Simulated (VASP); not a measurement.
A run of VASP 6.6.1 is set up as follows.

The input INCAR:

```
  PREC = Accurate
  ENCUT = 600
  EDIFF = 1E-6
  ISMEAR = 0
  SIGMA = 0.01
  LREAL = F
  LASPH = T
  NELM = 120
  ALGO = Normal
  ISIF = 2
  LWAVE = F
  LCHARG = F
  GGA = PS
  NBANDS = 11
  GGA_COMPAT = F
```

Contents of KPOINTS:

```
Automatic mesh
0
Gamma
  6 6 6
```

The input POSCAR:

```
BeTe
1.0
    0.0000000000      2.7700000000      2.7700000000
    2.7700000000      0.0000000000      2.7700000000
    2.7700000000      2.7700000000      0.0000000000
Be Te
1 1
Direct
    0.0000000000      0.0000000000      0.0000000000
    0.2500000000      0.2500000000      0.2500000000
```

Potentials or basis: VASP PAW PBE potentials, release 64 (Be, Te).

The run is started by

```console
$ cat potpaw_PBE.64/Be/POTCAR potpaw_PBE.64/Te/POTCAR > POTCAR
$ mpirun -np 1 vasp_std > vasp.out
```

Task: Predict the pressure.

Result: 2.6 GPa.

Task: Predict the band gap on the k mesh.

Result: 1.73 eV, indirect (least direct gap 3.55 eV).

Caveat: the PAW data sets were made with another functional, which shifts forces and pressure a little; spin-orbit coupling is left out, which moves the levels of the heavy elements. As with any semilocal functional, this PBEsol gap is likely too small.
